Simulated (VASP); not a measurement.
# MoSe (F-43m) in VASP: a series of runs

Runs on MoSe. Level: PBE+U. Tasks: single point.

Everything below comes from runs of VASP 6.6.1. Logs are shortened: lines on timing, memory, paths and dates and some standing lists are left out, and cuts for length are marked.

### 1 The cell of the first run

Symmetry: F-43m, No. 216, cubic system. Conventional cell: a = 5.679 Å, b = 5.679 Å, c = 5.679 Å, α = 90.00°, β = 90.00°, γ = 90.00°. Within 3.2 Å of Mo (site symmetry -43m) lie 4 Se at 2.46 Å. Within 3.2 Å of Se (site symmetry -43m) lie 4 Mo at 2.46 Å.

### 2 Single point, PBE+U, collinear spin

The input, INCAR:

```
SYSTEM = MoSe
PREC = Accurate
ENCUT = 520
EDIFF = 1E-6
ISMEAR = 0
SIGMA = 0.05
LREAL = .False.
LASPH = .True.
NELM = 150
ALGO = Normal
ISIF = 2
LWAVE = .False.
LCHARG = .True.
ISPIN = 2
MAGMOM = 2 0
LORBIT = 11
LMAXMIX = 4
LDAU = .True.
LDAUTYPE = 2
LDAUL = 2 -1
LDAUU = 1 0
LDAUJ = 0 0
LDAUPRINT = 1
GGA = PE
LELF = .True.
LVHAR = .True.
NBANDS = 21
```

The input, KPOINTS:

```
regular mesh
0
Gamma
  12 12 12
  0 0 0
```

The input, POSCAR:

```
MoSe
1.0
    0.0000000000      2.8392909707      2.8392909707
    2.8392909707      0.0000000000      2.8392909707
    2.8392909707      2.8392909707      0.0000000000
Mo Se
1 1
Direct
    0.0000000000      0.0000000000      0.0000000000
    0.2500000000      0.2500000000      0.2500000000
```

Potentials or basis: VASP PAW PBE potentials, release 64 (Mo_sv, Se).

On the command line:

```bash
cat potpaw_PBE.64/Mo_sv/POTCAR potpaw_PBE.64/Se/POTCAR > POTCAR
mpirun -np 1 vasp_std > vasp.out
```

OUTCAR:

```text
SYSTEM = MoSe
   PREC = Accurate
   ENCUT = 520
   EDIFF = 1E-6
   ISMEAR = 0
   LREAL = .False.
   LASPH = .True.
   NELM = 150
   ISIF = 2
   ISPIN = 2
   LORBIT = 11
   GGA = PE

 ion  position               nearest neighbor table
   1  0.000  0.000  0.000-   2 2.46   2 2.46   2 2.46   2 2.46
   2  0.250  0.250  0.250-   1 2.46   1 2.46   1 2.46   1 2.46

  LATTYP: Found a face centered cubic cell.
 ALAT       =     5.6785819414

  Lattice vectors:

 A1 = (   0.0000000000,   2.8392909707,   2.8392909707)
 A2 = (   2.8392909707,   0.0000000000,   2.8392909707)
 A3 = (   2.8392909707,   2.8392909707,   0.0000000000)

Analysis of symmetry for initial positions (statically):
=====================================================================
 Subroutine PRICEL returns:
 Original cell was already a primitive cell.

 Routine SETGRP: Setting up the symmetry group for a
 face centered cubic supercell.

 Subroutine GETGRP returns: Found 24 space group operations
 (whereof 24 operations were pure point group operations)
 out of a pool of 48 trial point group operations.

The static configuration has the point symmetry T_d .

Analysis of symmetry for dynamics (positions and initial velocities):
=====================================================================
 Subroutine PRICEL returns:
 Original cell was already a primitive cell.

 Routine SETGRP: Setting up the symmetry group for a
 face centered cubic supercell.

 Subroutine GETGRP returns: Found 24 space group operations
 (whereof 24 operations were pure point group operations)
 out of a pool of 48 trial point group operations.

The dynamic configuration has the point symmetry T_d .

Analysis of structural, dynamic, and magnetic symmetry:
=====================================================================
 Subroutine PRICEL returns:
 Original cell was already a primitive cell.

 Routine SETGRP: Setting up the symmetry group for a
 face centered cubic supercell.

 Subroutine GETGRP returns: Found 24 space group operations
 (whereof 24 operations were pure point group operations)
 out of a pool of 48 trial point group operations.

The overall configuration has the point symmetry T_d .

 Subroutine INISYM returns: Found 24 space group operations
 (whereof 24 operations are pure point group operations),
 and found     1 'primitive' translations

----------------------------------------------------------------------------------------

                                     Primitive cell

  volume of cell :      45.7783

  direct lattice vectors                    reciprocal lattice vectors
     0.000000000  2.839290971  2.839290971    -0.176100303  0.176100303  0.176100303
     2.839290971  0.000000000  2.839290971     0.176100303 -0.176100303  0.176100303
     2.839290971  2.839290971  0.000000000     0.176100303  0.176100303 -0.176100303

  length of vectors
     4.015363798  4.015363798  4.015363798     0.305014672  0.305014672  0.305014672

  position of ions in fractional coordinates (direct lattice)
     0.000000000  0.000000000  0.000000000
     0.250000000  0.250000000  0.250000000

  ion indices of the primitive-cell ions
   primitive index   ion index
                 1           1
                 2           2

----------------------------------------------------------------------------------------

 KPOINTS: regular mesh

Automatic generation of k-mesh.
 Grid dimensions read from file:
[... 64 lines left out ...]
   NELM   =    150;   NELMIN=  2; NELMDL= -5     # of ELM steps
   EDIFF  = 0.1E-05   stopping-criterion for ELM
   LREAL  =      F    real-space projection
   EDIFFG = 0.1E-04   stopping-criterion for IOM
   NSW    =      0    number of steps for IOM
   IBRION =     -1    ionic relax: 0-MD 1-quasi-New 2-CG
   NFREE  =      0    steps in history (QN), initial steepest desc. (CG)
   ISIF   =      2    stress and relaxation
   ISYM   =      2    0-nonsym 1-usesym 2-fastsym
   POTIM  = 0.5000    time-step for ionic-motion
   TEBEG  =    0.0;   TEEND  =   0.0 temperature during run
   PSTRESS=    0.0 pullay stress
   NELECT =      20.0000    total number of electrons
   NUPDOWN=      -1.0000    fix difference up-down
   EMIN   =  10.00;   EMAX   =-10.00  energy-range for DOS
   EFERMI =   0.00;   METHOD = LEGACY
   ISMEAR =     0;   SIGMA  =   0.05  broadening in eV -4-tet -1-fermi 0-gaus
   EFERMI_NEDOS =   21; number of points for ismear=-14 and -15
   IALGO  =     38    algorithm
   IMIX   =      4    mixing-type and parameters
     AMIX     =   0.40;   BMIX     =  1.00
     AMIX_MAG =   1.60;   BMIX_MAG =  1.00
  volume/ion in A,a.u.               =      22.89       154.46
  Fermi-wavevector in a.u.,A,eV,Ry     =   1.242219  2.347454 20.995269  1.543109
  Thomas-Fermi vector in A             =   2.376583
   LORBIT       =     11    0 simple, 1 ext, 2 COOP (PROOUT), +10 PAW based schemes
 LDA+U is selected, type is set to LDAUTYPE =  2
[... 14 lines left out ...]
 NGX is ok and might be reduce to    30

atom =   1  type =  1  l = 2

 onsite density matrix

spin component  1

  0.4052 -0.0000  0.0000 -0.0000  0.0000
 -0.0000  0.4052 -0.0000  0.0000  0.0000
  0.0000 -0.0000  0.7061  0.0000  0.0000
 -0.0000  0.0000  0.0000  0.4052  0.0000
  0.0000  0.0000  0.0000  0.0000  0.7061

spin component  2

  0.3336  0.0000  0.0000 -0.0000 -0.0000
  0.0000  0.3336 -0.0000 -0.0000  0.0000
  0.0000 -0.0000  0.2308 -0.0000  0.0000
 -0.0000 -0.0000 -0.0000  0.3336  0.0000
 -0.0000  0.0000  0.0000  0.0000  0.2308

 occupancies and eigenvectors

  o =  0.2308  v =  0.0000  0.0000  0.0000  0.0000  0.0000  0.0000  0.0000 -0.9512 -0.0000  0.3086      0.0000  0.0000  0.0000  0.0000  0.0000  0.0000  0.0000  0.0000  0.0000  0.0000
  o =  0.2308  v =  0.0000  0.0000  0.0000  0.0000  0.0000  0.0000  0.0000  0.3086 -0.0000  0.9512      0.0000  0.0000  0.0000  0.0000  0.0000  0.0000  0.0000  0.0000  0.0000  0.0000
  o =  0.3336  v =  0.0000  0.0000  0.0000  0.0000  0.0000  1.0000  0.0000  0.0000  0.0000  0.0000      0.0000  0.0000  0.0000  0.0000  0.0000  0.0000  0.0000  0.0000  0.0000  0.0000
  o =  0.3336  v =  0.0000  0.0000  0.0000  0.0000  0.0000  0.0000 -0.5016  0.0000 -0.8651 -0.0000      0.0000  0.0000  0.0000  0.0000  0.0000  0.0000  0.0000  0.0000  0.0000  0.0000
  o =  0.3336  v =  0.0000  0.0000  0.0000  0.0000  0.0000  0.0000 -0.8651 -0.0000  0.5016  0.0000      0.0000  0.0000  0.0000  0.0000  0.0000  0.0000  0.0000  0.0000  0.0000  0.0000
  o =  0.4052  v =  1.0000  0.0000  0.0000  0.0000  0.0000  0.0000  0.0000  0.0000  0.0000  0.0000      0.0000  0.0000  0.0000  0.0000  0.0000  0.0000  0.0000  0.0000  0.0000  0.0000
  o =  0.4052  v =  0.0000 -0.1833  0.0000  0.9831  0.0000  0.0000  0.0000  0.0000  0.0000  0.0000      0.0000  0.0000  0.0000  0.0000  0.0000  0.0000  0.0000  0.0000  0.0000  0.0000
  o =  0.4052  v =  0.0000  0.9831  0.0000  0.1833  0.0000  0.0000  0.0000  0.0000  0.0000  0.0000      0.0000  0.0000  0.0000  0.0000  0.0000  0.0000  0.0000  0.0000  0.0000  0.0000
  o =  0.7061  v =  0.0000 -0.0000  0.9941 -0.0000  0.1086  0.0000  0.0000  0.0000  0.0000  0.0000      0.0000  0.0000  0.0000  0.0000  0.0000  0.0000  0.0000  0.0000  0.0000  0.0000
  o =  0.7061  v =  0.0000  0.0000  0.1086  0.0000 -0.9941  0.0000  0.0000  0.0000  0.0000  0.0000      0.0000  0.0000  0.0000  0.0000  0.0000  0.0000  0.0000  0.0000  0.0000  0.0000

 number of electron      19.9999999 magnetization       1.3181098

 Free energy of the ion-electron system (eV)
  ---------------------------------------------------
  ext. energy  EPLUGINS =         0.00000000
  ---------------------------------------------------
  free energy    TOTEN  =       -12.39895192 eV

  energy without entropy =      -12.39700355  energy(sigma->0) =      -12.39797774

 E-fermi :   6.3970     XC(G=0): -10.2420

 val. band max:        6.3819535713   @ k =   0.4167   0.2500   0.0000
 cond. band min:       6.3971543992   @ k =  -0.4167   0.2500   0.0833
 fundamental gap:      0.0152008279
 Fermi energy:         6.3969774646

 spin component 1

 k-point     1 :       0.0000    0.0000    0.0000
  band No.  band energies     occupation
      1     -55.0783      1.00000
      2     -29.2526      1.00000
      3     -29.2526      1.00000
      4     -29.2525      1.00000
      5      -8.4681      1.00000
      6       1.2781      1.00000
[... 1145 lines left out ...]
     20      19.5169      0.00000
     21      22.2713      0.00000

 [... further k-points ...]

------------------------ aborting loop because EDIFF is reached ----------------------------------------

  FORCE on cell =-STRESS in cart. coord.  units (eV):
  Direction    XX          YY          ZZ          XY          YZ          ZX
  --------------------------------------------------------------------------------------
  -------------------------------------------------------------------------------------
  Total        0.4154623      0.4154623      0.4154623      0.0000000     -0.0000000      0.0000000
  in kB       14.5406046     14.5406046     14.5406046      0.0000000     -0.0000000      0.0000000
  external PRESSURE =      14.5406046 kB  Pullay stress =       0.0000000 kB

 VOLUME and BASIS-vectors are now :
 -----------------------------------------------------------------------------
  energy-cutoff  :      520.00
  volume of cell :       45.78
      direct lattice vectors                 reciprocal lattice vectors
     0.000000000  2.839290971  2.839290971    -0.176100303  0.176100303  0.176100303
     2.839290971  0.000000000  2.839290971     0.176100303 -0.176100303  0.176100303
     2.839290971  2.839290971  0.000000000     0.176100303  0.176100303 -0.176100303

 POSITION                                       TOTAL-FORCE (eV/Angst)
 -----------------------------------------------------------------------------------
      0.00000      0.00000      0.00000        -0.000000      0.000000      0.000000
      1.41965      1.41965      1.41965         0.000000     -0.000000     -0.000000
 -----------------------------------------------------------------------------------
    total drift:                                0.000000      0.000000      0.000000

  FREE ENERGIE OF THE ION-ELECTRON SYSTEM (eV)
  ---------------------------------------------------
  free  energy   TOTEN  =       -12.3989519219 eV

  energy  without entropy=      -12.3970035489  energy(sigma->0) =      -12.39797774

 total charge

# of ion       s       p       d       tot
------------------------------------------
    1        2.264   6.104   4.042  12.410
    2        1.428   2.424   0.128   3.980
--------------------------------------------------
tot          3.692   8.528   4.170  16.390

 magnetization (x)

# of ion       s       p       d       tot
------------------------------------------
    1        0.031   0.012   1.157   1.200
    2       -0.005  -0.040   0.019  -0.026
--------------------------------------------------
tot          0.026  -0.028   1.175   1.174
```

Wall time 64 s (1 thread of Intel Xeon 6975P-C (Granite Rapids), shared host); peak memory 0.25 GiB.

What came out:

```yaml
Free_energy: -12.3990 eV
Pressure: 1.5 GPa
Net_moment: 1.32 μB per cell
Site_moments: Mo +1.20; Se -0.03 μB
Valence_electrons_inside_the_program's_atomic_spheres: Mo 12.41; Se 3.98
```

Eigenvalues of the final occupation matrices:
```tsv
site	spin	trace	eigenvalues
site 1 d	1	2.63	0.41 0.41 0.41 0.71 0.71
site 1 d	2	1.46	0.23 0.23 0.33 0.33 0.33
```

### 3 Single point, PBE+U, collinear spin

The input, INCAR:

```
SYSTEM = MoSe
ALGO     = Normal         ! electronic algorithm
EDIFF    = 1E-7           ! SCF threshold, eV
ENCUT    = 520            ! plane-wave cutoff, eV
GGA      = PE             ! functional
ISIF     = 2              ! what is computed and relaxed
ISMEAR   = 0              ! smearing method
ISPIN    = 2              ! spin polarisation
LASPH    = .True.         ! aspherical terms in the spheres
LCHARG   = .False.        ! write CHGCAR
LDAU     = .True.         ! DFT+U
LDAUJ    = 0 0          
LDAUL    = 2 -1           ! shell
LDAUPRINT= 1            
LDAUTYPE = 2            
LDAUU    = 4 0            ! U, eV
LMAXMIX  = 4              ! l up to which the mixer works
LORBIT   = 11             ! projections on sites
LREAL    = .False.        ! projectors in reciprocal space
LWAVE    = .False.        ! write WAVECAR
MAGMOM   = 2 0            ! initial moments
NBANDS   = 21             ! bands
NELM     = 150            ! most SCF steps
PREC     = Accurate       ! precision mode
SIGMA    = 0.05           ! smearing width, eV
```

The input, KPOINTS:

```
k-points
0
Gamma
  12 12 12
  0 0 0
```

POSCAR is that of step 2.

Potentials or basis: VASP PAW PBE potentials, release 64 (Mo_sv, Se).

On the command line:

```bash
cat potpaw_PBE.64/Mo_sv/POTCAR potpaw_PBE.64/Se/POTCAR > POTCAR
mpirun -np 1 vasp_std > vasp.out
```

Run time: 76 s. Hardware: 1 thread of Intel Xeon 6975P-C (Granite Rapids), shared host; peak memory 0.25 GiB.

The run converged. Its results:

```yaml
Free_energy: -9.4698 eV
Pressure: 13.7 GPa
Net_moment: 2.92 μB per cell
Site_moments: Mo +2.77; Se -0.12 μB
Valence_electrons_inside_the_program's_atomic_spheres: Mo 12.41; Se 4.02
```

Levels at points of the mesh, in eV from the Fermi level:
Spin up:
| k point | band 9 | band 10 | band 11 | band 12 | band 13 | band 14 |
| --- | --- | --- | --- | --- | --- | --- |
| (0.00, 0.00, 0.00) | -3.11 | -3.11 | 0.41 | 2.93 | 2.93 | 2.93 |
| (0.50, 0.00, 0.00) | -2.67 | -2.67 | -1.74 | 0.92 | 0.92 | 2.88 |
| (0.50, 0.50, 0.00) | -2.85 | -2.52 | -2.00 | -0.89 | -0.89 | 4.63 |
Spin down:
| k point | band 5 | band 6 | band 7 | band 8 | band 9 | band 10 | band 11 | band 12 |
| --- | --- | --- | --- | --- | --- | --- | --- | --- |
| (0.00, 0.00, 0.00) | -15.22 | -4.74 | -4.74 | -4.74 | 0.87 | 1.39 | 1.39 | 4.75 |
| (0.50, 0.00, 0.00) | -14.56 | -5.96 | -4.41 | -4.41 | 0.91 | 1.64 | 1.64 | 2.82 |
| (0.50, 0.50, 0.00) | -14.35 | -6.15 | -4.08 | -4.08 | -1.03 | 1.30 | 1.81 | 1.81 |

Eigenvalues of the final occupation matrices:
| site | spin | trace | eigenvalues |
| --- | --- | --- | --- |
| site 1 d | 1 | 3.38 | 0.61 0.61 0.61 0.78 0.78 |
| site 1 d | 2 | 0.68 | 0.05 0.05 0.20 0.20 0.20 |

Caveat: the cell stands under pressure.

### 4 Single point, PBE+U, collinear spin

The input, INCAR:

```
  PREC = Accurate
  ENCUT = 520
  EDIFF = 1E-6
  ISMEAR = 0
  SIGMA = 0.05
  LREAL = F
  LASPH = T
  NELM = 150
  ALGO = Normal
  ISIF = 2
  LWAVE = F
  LCHARG = T
  ISPIN = 2
  MAGMOM = 2 0
  LORBIT = 11
  LMAXMIX = 4
  LDAU = T
  LDAUTYPE = 2
  LDAUL = 2 -1
  LDAUU = 7 0
  LDAUJ = 0 0
  LDAUPRINT = 1
  GGA = PE
  LELF = T
  LVHAR = T
  NBANDS = 21
```

The input, KPOINTS:

```
regular mesh
0
Gamma
  12 12 12
```

POSCAR is that of step 3.

On the command line:

```bash
cat potpaw_PBE.64/Mo_sv/POTCAR potpaw_PBE.64/Se/POTCAR > POTCAR
mpirun -np 1 vasp_std > vasp.out
```

Run time: 74 s. Hardware: 1 thread of Intel Xeon 6975P-C (Granite Rapids), shared host; peak memory 0.25 GiB.

It converged, with:

| Quantity | Value |
| --- | --- |
| Free energy | -7.4795 eV |
| Pressure | 27.7 GPa |
| Band gap on the k mesh | zero (filled and empty bands overlap) |
| Net moment | 4.00 μB per cell |
| Site moments | Mo +3.70; Se -0.17 μB |
| Valence electrons inside the program's atomic spheres | Mo 12.54; Se 4.06 |

Levels at points of the mesh, in eV from the Fermi level:
Spin up:
| k point | band 9 | band 10 | band 11 | band 12 | band 13 | band 14 | band 15 | band 16 |
| --- | --- | --- | --- | --- | --- | --- | --- | --- |
| (0.00, 0.00, 0.00) | -4.05 | -4.05 | 0.22 | 2.54 | 2.54 | 2.54 | 6.54 | 6.54 |
| (0.50, 0.00, 0.00) | -3.60 | -3.60 | -2.63 | 0.53 | 0.53 | 2.80 | 6.94 | 7.48 |
| (0.50, 0.50, 0.00) | -3.64 | -3.50 | -2.54 | -1.56 | -1.56 | 4.13 | 5.68 | 9.40 |
Spin down:
```
           k point  band 5  band 6  band 7  band 8  band 9  band 10  band 11  band 12
(0.00, 0.00, 0.00)  -15.02   -4.02   -4.02   -4.02    1.38     2.98     2.98     6.04
(0.50, 0.00, 0.00)  -14.31   -5.71   -3.83   -3.83    2.45     3.18     3.18     4.12
(0.50, 0.50, 0.00)  -14.08   -5.84   -3.75   -3.75    0.18     2.27     3.86     3.86
```

Eigenvalues of the final occupation matrices:
| site | spin | trace | eigenvalues |
| --- | --- | --- | --- |
| site 1 d | 1 | 3.90 | 0.74 0.74 0.74 0.84 0.84 |
| site 1 d | 2 | 0.29 | 0.02 0.02 0.08 0.08 0.08 |

Caveat: the cell stands under pressure.

### 5 Single point, PBE+U, collinear spin

This run uses another cell than the first one: it holds 4 atoms, not 2.

The input, INCAR:

```
SYSTEM = MoSe
  PREC = Accurate
  ENCUT = 520
  EDIFF = 1E-6
  ISMEAR = 0
  SIGMA = 0.05
  LREAL = .False.
  LASPH = .True.
  NELM = 150
  ALGO = Normal
  ISIF = 2
  LWAVE = .False.
  LCHARG = .False.
  ISPIN = 2
  MAGMOM = 2 -2 0 0
  LORBIT = 11
  LMAXMIX = 4
  LDAU = .True.
  LDAUTYPE = 2
  LDAUL = 2 -1
  LDAUU = 4 0
  LDAUJ = 0 0
  LDAUPRINT = 1
  GGA = PE
  NBANDS = 32
```

The input, KPOINTS:

```
Automatic mesh
0
Gamma
  12 12 6
  0 0 0
```

The input, POSCAR:

```
MoSe
1.0
    0.0000000000      2.8392909707      2.8392909707
    5.6785819413      2.8392909707      2.8392909707
    5.6785819413      5.6785819413      0.0000000000
Mo Se
2 2
Direct
    0.0000000000      0.0000000000      1.0000000000
    0.0000000000      0.0000000000      0.5000000000
    0.2500000000      0.2500000000      0.0000000000
    0.2500000000      0.2500000000      0.5000000000
```

On the command line:

```bash
cat potpaw_PBE.64/Mo_sv/POTCAR potpaw_PBE.64/Se/POTCAR > POTCAR
mpirun -np 1 vasp_std > vasp.out
```

It took 23 min on 1 thread of Oxide Virtual Turin-like, shared host; peak memory 0.61 GiB.

Results (log left out):

- Free energy: -19.2028 eV
- Pressure: 14.3 GPa
- Band gap on the k mesh: zero (filled and empty bands overlap)
- Net moment: 0.00 μB per cell
- Site moments: Mo +2.72, -2.72; Se +0.00 μB
- Valence electrons inside the program's atomic spheres: Mo 12.40; Se 4.04

Stress tensor (GPa, compression positive):
```
14.42  0.00  0.00
 0.00 14.25  0.00
 0.00  0.00 14.25
```

Levels at points of the mesh, in eV from the Fermi level:
Spin up:
```tsv
k point	band 17	band 18	band 19	band 20	band 21	band 22	band 23	band 24
(0.00, 0.00, 0.00)	-2.66	-2.28	-1.62	0.57	0.57	0.88	1.45	2.15
(0.50, 0.00, 0.00)	-2.44	-1.86	-0.72	-0.11	0.68	1.72	2.17	2.21
(0.50, 0.50, 0.00)	-2.18	-1.92	-1.92	-1.64	-0.77	1.10	1.10	1.48
(0.00, 0.00, 0.50)	-2.40	-2.14	-0.61	-0.56	-0.22	1.88	1.99	2.45
(0.50, 0.00, 0.50)	-2.16	-2.10	-2.10	-1.70	-1.23	1.50	1.50	2.23
(0.00, 0.50, 0.50)	-2.84	-2.64	-0.85	1.48	1.48	2.08	2.81	3.06
```
Spin down:
```csv
k point,band 16,band 17,band 18,band 19,band 20,band 21,band 22,band 23,band 24,band 25
"(0.00, 0.00, 0.00)",-3.88,-2.66,-2.28,-1.62,0.57,0.57,0.88,1.45,2.15,3.85
"(0.50, 0.00, 0.00)",-4.40,-2.44,-1.86,-0.72,-0.11,0.68,1.72,2.17,2.21,2.87
"(0.50, 0.50, 0.00)",-3.75,-2.18,-1.92,-1.92,-1.64,-0.77,1.10,1.10,1.48,2.17
"(0.00, 0.00, 0.50)",-4.61,-2.40,-2.14,-0.61,-0.56,-0.22,1.88,1.99,2.45,3.46
"(0.50, 0.00, 0.50)",-3.97,-2.16,-2.10,-2.10,-1.70,-1.23,1.50,1.50,2.23,2.33
"(0.00, 0.50, 0.50)",-4.17,-2.84,-2.64,-0.85,1.48,1.48,2.08,2.81,3.06,3.27
```

Eigenvalues of the final occupation matrices:
```csv
site,spin,trace,eigenvalues
site 1 d,1,3.37,0.54 0.54 0.66 0.80 0.81
site 1 d,2,0.68,0.07 0.08 0.17 0.17 0.19
site 2 d,1,0.68,0.07 0.08 0.17 0.17 0.19
site 2 d,2,3.37,0.54 0.54 0.66 0.80 0.81
```

Caveat: the cell stands under pressure.

### 6 Summary

```tsv
U	cell	k mesh	gap on the mesh (eV)	pressure (GPa)	moment (μB)
Mo d U = 1.0 eV	a = 4.015 Å, angles 60.0°, 2 atoms, atomic positions A	12 × 12 × 12	none	1.5	1.32
Mo d U = 4.0 eV	a = 4.015 Å, angles 60.0°, 2 atoms, atomic positions A	12 × 12 × 12	none	13.7	2.92
Mo d U = 7.0 eV	a = 4.015 Å, angles 60.0°, 2 atoms, atomic positions A	12 × 12 × 12	none	27.7	4.00
Mo d U = 4.0 eV	a = 4.015, b = 6.955, c = 8.031 Å, angles 30.0, 60.0, 54.7°, 4 atoms, atomic positions B	12 × 12 × 6	none	14.3	0.00
```

Alike in all rows: task single point; level PBE+U; potentials or basis VASP PAW PBE potentials, release 64 (Mo_sv, Se); spin collinear; cutoff (eV) 520; smearing gaussian 0.05 eV.

Caveats: the cell stands under pressure (at least some runs).

Absolute energies hang on the potentials; compare differences alone.
